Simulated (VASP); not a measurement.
Write the native input for VASP 6.6.1 that does the following.

| Item | Value |
| --- | --- |
| Task | relaxation of cell and atoms |
| Functional | BLYP |
| Potentials or basis | VASP PAW PBE potentials, release 64 (V_sv) |
| Cutoff | 600 eV |
| k mesh | 13 × 13 × 13 |
| Occupations | fermi-dirac, width 0.1 eV |
| Spin | no spin polarisation |
| Dipole correction | no |
| Further INCAR settings | ALGO = Normal; EDIFF = 1e-07; IBRION = 2; EDIFFG = -0.01; NSW = 80; ISIF = 3 |

The structure of V lies in POSCAR:

```
V
1.0
    2.4625196618      0.0000000000      0.0000000000
    0.0000000000      2.4625196618      0.0000000000
    0.0000000000      0.0000000000      2.4625196618
V
1
Direct
    0.0000000000      0.0000000000      0.0000000000
```

One way to write it, as run:

INCAR

```
  PREC = Accurate
  ENCUT = 600
  EDIFF = 1E-7
  ISMEAR = -1
  SIGMA = 0.1
  LREAL = False
  LASPH = True
  NELM = 100
  ALGO = Normal
  ISIF = 3
  LWAVE = False
  LCHARG = False
  GGA = B5
  ALDAX = 1.0
  AGGAX = 1.0
  AGGAC = 1.0
  ALDAC = 0.0
  IBRION = 2
  NSW = 80
  EDIFFG = -0.01
```

KPOINTS

```
Automatic mesh
0
Gamma
  13 13 13
```

Potentials or basis: VASP PAW PBE potentials, release 64 (V_sv).

Command:

```console
$ cat potpaw_PBE.64/V_sv/POTCAR > POTCAR
$ mpirun -np 1 vasp_std > vasp.out
```

It gave:

```json
{"Relaxed volume": "15.22 Å³/atom", "Relaxed cell": "a = 2.478 Å, b = 2.478 Å, c = 2.478 Å, α = 90.00°, β = 90.00°, γ = 90.00°", "Space group after relaxing (to 0.05 Å)": "Pm-3m (No. 221)", "Energy gained by relaxing": "2.2 meV/atom", "Ionic steps": "3", "Pressure after relaxing": "0.0 GPa"}
```

Caveat: the PAW data sets were made with another functional, which shifts forces and pressure a little.

Wall time 60 s on 1 thread of AMD EPYC 9R45, on a shared host, peak memory 0.11 GiB.
